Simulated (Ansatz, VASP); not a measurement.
**Al: VASP beside Ansatz**

INCAR

```
PREC = Accurate ; ENCUT = 600
EDIFF = 1E-6 ; ISMEAR = -1
SIGMA = 0.05 ; LREAL = F
LASPH = T ; NELM = 100
ALGO = Normal ; ISIF = 3
LWAVE = F ; LCHARG = F
GGA = PS ; IBRION = 2
NSW = 60 ; EDIFFG = -0.005
```

Contents of KPOINTS:

```
Automatic mesh
0
Gamma
  18 18 18
```

The input POSCAR:

```
Al
1.0
    0.0000000000      2.0251003354      2.0251003354
    2.0251003354      0.0000000000      2.0251003354
    2.0251003354      2.0251003354      0.0000000000
Al
1
Direct
    0.0000000000      0.0000000000      0.0000000000
```

Input for Ansatz:

```yaml
crystal:
  lattice:
    - [0.0, 2.0251003354, 2.0251003354]
    - [2.0251003354, 0.0, 2.0251003354]
    - [2.0251003354, 2.0251003354, 0.0]
  atoms:
    - { symbol: Al, position: [0.0, 0.0, 0.0] }
kpoints:
  mp_grid: { grid: [18, 18, 18] }
scf:
  occupations: { method: fermi_dirac, width: 0.05 }
hamiltonian:
  xc: pbesol
  pseudopotentials: { kind: paw }
output:
  forces: true
  stress: true
relax:
  f_tol: 0.005
  max_steps: 40
  cell: {}
```

Alike in both runs: task relaxation of cell and atoms; functional PBEsol; k mesh 18 × 18 × 18; occupations fermi-dirac, width 0.05 eV; no spin polarisation.

|  | VASP | Ansatz |
| --- | --- | --- |
| version | VASP 6.6.1 | Ansatz 0.2.0 |
| potentials or method | VASP PAW PBE potentials, release 64 (Al) | PAW with Ansatz's default frozen-core files, scalar-relativistic |
| plane-wave cutoff (eV) | 600 | 420 |
| valence electrons in the cell | 3 | 3 |

|  | VASP | Ansatz | Ansatz less VASP |
| --- | --- | --- | --- |
| relaxed volume (Å³/atom) | 16.19 | 16.19 | -0.006 |
| relaxed length of the cell vector where the two differ most in proportion (Å) | 2.840 | 2.839 | -0.0003 |

VASP's potentials were made for PBE, not for PBEsol.
